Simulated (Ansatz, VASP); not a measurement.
**CaOs3 in VASP and in Ansatz**

INCAR

```
  PREC = Accurate
  ENCUT = 520
  EDIFF = 1E-6
  ISMEAR = 0
  SIGMA = 0.1
  LREAL = False
  LASPH = True
  NELM = 100
  ALGO = Normal
  ISIF = 2
  LWAVE = False
  LCHARG = False
  GGA = PE
  NBANDS = 25
```

The input KPOINTS:

```
regular mesh
0
Gamma
  6 6 6
```

File POSCAR:

```
CaOs3
1.0
   -1.9712419957      1.9712419957      4.4032938087
    1.9712419957     -1.9712419957      4.4032938087
    1.9712419957      1.9712419957     -4.4032938087
Ca Os
1 3
Direct
    0.0000000000      0.0000000000      0.0000000000
    0.5000000000      0.5000000000      0.0000000000
    0.2500000000      0.7500000000      0.5000000000
    0.7500000000      0.2500000000      0.5000000000
```

Input for Ansatz:

```yaml
crystal:
  lattice:
    - [-1.9712419957, 1.9712419957, 4.4032938087]
    - [1.9712419957, -1.9712419957, 4.4032938087]
    - [1.9712419957, 1.9712419957, -4.4032938087]
  atoms:
    - { symbol: Ca, position: [0.0, 0.0, 0.0] }
    - { symbol: Os, position: [0.5, 0.5, 0.0] }
    - { symbol: Os, position: [0.25, 0.75, 0.5] }
    - { symbol: Os, position: [0.75, 0.25, 0.5] }
basis:
  ecutwfc: 420
kpoints:
  mp_grid: { grid: [6, 6, 6] }
hamiltonian:
  xc: pbe
scf:
  occupations: { method: gaussian, width: 0.1 }
  lower_state_search: "off"
output:
  forces: true
  stress: true
  eigenvalues: true
```

Alike in both runs: task single point; functional PBE; k mesh 6 × 6 × 6; occupations gaussian, width 0.1 eV; no spin polarisation.

|  | VASP | Ansatz |
| --- | --- | --- |
| version | VASP 6.6.1 | Ansatz 0.2.0 |
| potentials or method | VASP PAW PBE potentials, release 64 (Ca_sv, Os), cutoff 520 eV | scalar-relativistic, plane waves, PAW |
| valence electrons in the cell | 34 | 58 |

|  | VASP | Ansatz | Ansatz less VASP |
| --- | --- | --- | --- |
| gap on the k mesh at the Fermi level (eV) | none | none | - |
| pressure (GPa) | -8.3 | -8.4 | -0.06 |
| traceless stress, the component that is largest in VASP (GPa) | -5.91 | -5.94 | -0.031 |

A gap of «none» marks a metal or a gap that the smearing closes. With one functional, cell and mesh, what is left measures potentials, basis and numerics. VASP's potentials hold 34 valence electrons a cell and Ansatz's 58, so a difference there can come from the potentials and not from the codes.

The k mesh is coarse, so the values compare programs but aren't converged. Spin-orbit coupling is off throughout.
